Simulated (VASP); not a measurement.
The system is Nb.

```xyz
1
Lattice="-1.6640 1.6640 1.6640 1.6640 -1.6640 1.6640 1.6640 1.6640 -1.6640" Properties=species:S:1:pos:R:3 pbc="T T T"
Nb    0.0000    0.0000    0.0000
```

* Program: VASP 6.6.1
* Task: relaxation of volume and atoms at fixed shape
* Functional: LDA
* Potentials or basis: VASP PAW LDA potentials, release 64 (Nb_sv)
* Cutoff: 600 eV
* k mesh: 10 × 10 × 10
* Occupations: gaussian, width 0.05 eV
* Spin: no spin polarisation

At the start: pressure -12.0 GPa; volume 18.43 Å³/atom.

Problem. How do energy, volume and symmetry change on relaxing?

Solution. Over 3 steps the energy falls by 51.7 meV/atom and the volume is 17.08 Å³/atom (-7.3 %); space group Im-3m (No. 229, to 0.05 Å).

The path:
```csv
step,energy change (eV),largest force (eV/Å),pressure (GPa),volume (Å³)
1,0.0000,0.0000,-11.97,18.43
2,0.1160,0.0000,30.20,14.99
3,-0.0517,0.0000,-0.06,17.08
```

Final structure:
```yaml
crystal:
  lattice:
    - [-1.62247, 1.62247, 1.62247]
    - [1.62247, -1.62247, 1.62247]
    - [1.62247, 1.62247, -1.62247]
  atoms:
    - { symbol: Nb, position: [0.00000, 0.00000, 0.00000] }
```
